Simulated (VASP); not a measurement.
Set up this calculation in VASP 6.6.1, as the native input.

- Task: single point
- Functional: PBEsol
- Potentials or basis: VASP PAW PBE potentials, release 64 (Bi_d, Te)
- Cutoff: 520 eV
- k mesh: 8 × 4 × 9
- Occupations: gaussian, width 0.1 eV
- Spin: no spin polarisation
- Dipole correction: no
- Further INCAR settings: ALGO = Normal; EDIFF = 1e-06; NBANDS = 32; ISYM = 0

The structure of Bi2Te3 lies in POSCAR:

```
Bi2Te3
1.0
    4.3933726414      0.0000000000      0.0000000000
   -2.1966863207      9.7433368343      0.0000000000
    2.1966863207      0.4952544363      3.7724018103
Bi Te
2 3
Direct
    0.3828920163      0.5743380244      0.8085539919
    0.1971078980      0.7956618470      0.4014460510
    0.7900006944      0.1850010415      0.6049996528
    0.5914951867      0.3872427801      0.2042524066
   -0.0114957954     -0.0172436930      0.0057478977
```

One way to write it, as run:

INCAR

```
PREC     = Accurate       # precision mode
ENCUT    = 520            # plane-wave cutoff, eV
EDIFF    = 1E-6           # SCF threshold, eV
ISMEAR   = 0              # smearing method
SIGMA    = 0.1            # smearing width, eV
LREAL    = F              # projectors in reciprocal space
LASPH    = T              # aspherical terms in the spheres
NELM     = 100            # most SCF steps
ALGO     = Normal         # electronic algorithm
ISIF     = 2              # what is computed and relaxed
LWAVE    = F              # write WAVECAR
LCHARG   = F              # write CHGCAR
GGA      = PS             # functional
NBANDS   = 32             # bands
ISYM     = 0
```

KPOINTS

```
regular mesh
0
Gamma
  8 4 9
```

Potentials or basis: VASP PAW PBE potentials, release 64 (Bi_d, Te).

Launch:

```bash
$ cat potpaw_PBE.64/Bi_d/POTCAR potpaw_PBE.64/Te/POTCAR > POTCAR
$ mpirun -np 1 vasp_std > vasp.out
```

Results of the run:

```json
{
  "Pressure": "0.0 GPa",
  "Largest force": "0.044 eV/Å",
  "Band gap on the k mesh": "zero (bands 24 and 25 overlap by 0.09 eV)"
}
```

Caveat: the PAW data sets were made with another functional, which shifts forces and pressure a little; spin-orbit coupling is left out, which moves the levels of the heavy elements.

Wall time 9.4 min on 1 thread of Intel(R) Xeon(R) 6975P-C (Granite Rapids) (shared host), peak memory 0.75 GiB.
